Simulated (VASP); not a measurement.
Set up this calculation in VASP 6.6.1, as the native input.

```
Task                   : single point
Functional             : LDA
Potentials or basis    : VASP PAW LDA potentials, release 64 (C)
Cutoff                 : 600 eV
k mesh                 : 9 × 9 × 9
Occupations            : gaussian, width 0.02 eV
Spin                   : no spin polarisation
Dipole correction      : no
Further INCAR settings : ALGO = Normal; EDIFF = 1e-06; NBANDS = 11
```

The structure of C lies in POSCAR:

```
C
1.0
    0.0282519591      1.7675131917      1.7675131917
    1.7675131917      0.0282519591      1.7675131917
    1.7675131917      1.7675131917      0.0282519591
C
2
Direct
    0.0002423061      0.0002423061      0.0002423061
    0.2497576939      0.2497576939      0.2497576939
```

This cell differs from its parent crystal: strained cell.

One way to write it, as run:

INCAR

```
SYSTEM = C
ALGO = Normal ; EDIFF = 1E-6
ENCUT = 600 ; GGA_COMPAT = .FALSE.
ISIF = 2 ; ISMEAR = 0
LASPH = .TRUE. ; LCHARG = .TRUE.
LELF = .TRUE. ; LREAL = .FALSE.
LVHAR = .TRUE. ; LWAVE = .FALSE.
NBANDS = 11 ; NELM = 120
PREC = Accurate ; SIGMA = 0.02
```

KPOINTS

```
k-points
0
G
  9 9 9
  0 0 0
```

Potentials or basis: VASP PAW LDA potentials, release 64 (C).

The run is started by

```sh
$ cat potpaw_LDA.64/C/POTCAR > POTCAR
$ mpirun -np 1 vasp_std > vasp.out
```

It gave:

```json
{
 "Pressure": "11.6 GPa",
 "Largest force": "0.009 eV/Å",
 "Band gap on the k mesh": "4.19 eV (least direct gap 5.15 eV)"
}
```

Caveat: the cell differs from its parent crystal (strained cell); the cell stands under pressure; an odd mesh through Γ misses points on the zone boundary, where band edges can lie.

Run time: 14 s on 1 thread of Intel(R) Xeon(R) Platinum 8259CL CPU @ 2.50GHz (Skylake/Cascade Lake), with other jobs on the host, peak memory 0.12 GiB.
